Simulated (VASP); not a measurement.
# TaN: electric field gradients with r2SCAN

Crystal: TaN.

```
Ta N
1.0
     2.93800    0.00000    0.00000
    -1.46900    2.54438    0.00000
     0.00000    0.00000    2.88300
Ta N
1 1
Direct
  0.33333 0.66667 0.50000
  0.00000 0.00000 0.00000
```

```yaml
Program: VASP 6.6.1
Task: electric field gradients
Functional: r2SCAN
Potentials_or_basis: VASP PAW PBE potentials, release 64 (Ta_sv_GW, N)
Cutoff: 580 eV
k_mesh: 12 × 12 × 10
Occupations: fermi-dirac, width 0.02 eV
Spin: no spin polarisation
Dipole_correction: no
Further_INCAR_settings: ALGO = Normal; EDIFF = 1e-08; NBANDS = 16
```

```yaml
Pressure: -0.4 GPa
Band_gap_on_the_k_mesh: zero (bands 9 and 10 overlap by 0.47 eV)
Largest_electric_field_gradient_by_atom: Ta +22.8; N +0.4 V/Å²
```

Stress tensor (GPa, compression positive):
```
-0.66  0.00  0.00
 0.00 -0.66  0.00
 0.00  0.00  0.14
```

Levels at points of the mesh, in eV from the Fermi level:
```csv
k point,band 6,band 7,band 8,band 9,band 10,band 11,band 12,band 13
"(0.00, 0.00, 0.00)",-4.89,-4.89,-4.44,-3.23,2.39,3.67,3.67,4.18
"(0.50, 0.00, 0.00)",-8.67,-5.51,-3.66,-3.48,3.17,4.08,5.39,5.46
"(0.00, 0.00, 0.50)",-9.78,-4.03,-4.03,-0.14,-0.14,2.30,3.54,3.54
"(0.50, 0.00, 0.50)",-7.69,-6.52,-6.00,-0.58,4.40,5.43,6.05,7.40
```

Electric field gradients, principal values (V/Å²):
| atom | least | middle | greatest (by size) |
| --- | --- | --- | --- |
| 1 Ta | -11.388 | -11.388 | 22.777 |
| 2 N | -0.189 | -0.191 | 0.381 |

Wall time 2.2 min on 1 thread of Intel(R) Xeon(R) Platinum 8488C (Sapphire Rapids), with other jobs on the host, peak memory 0.19 GiB.

Caveat: without QUAD_EFG the Cq values of the log hold for a quadrupole moment of 1 mb, not for the nuclei; the PAW data sets were made with another functional, which shifts forces and pressure a little; spin-orbit coupling is left out, which moves the levels of the heavy elements.
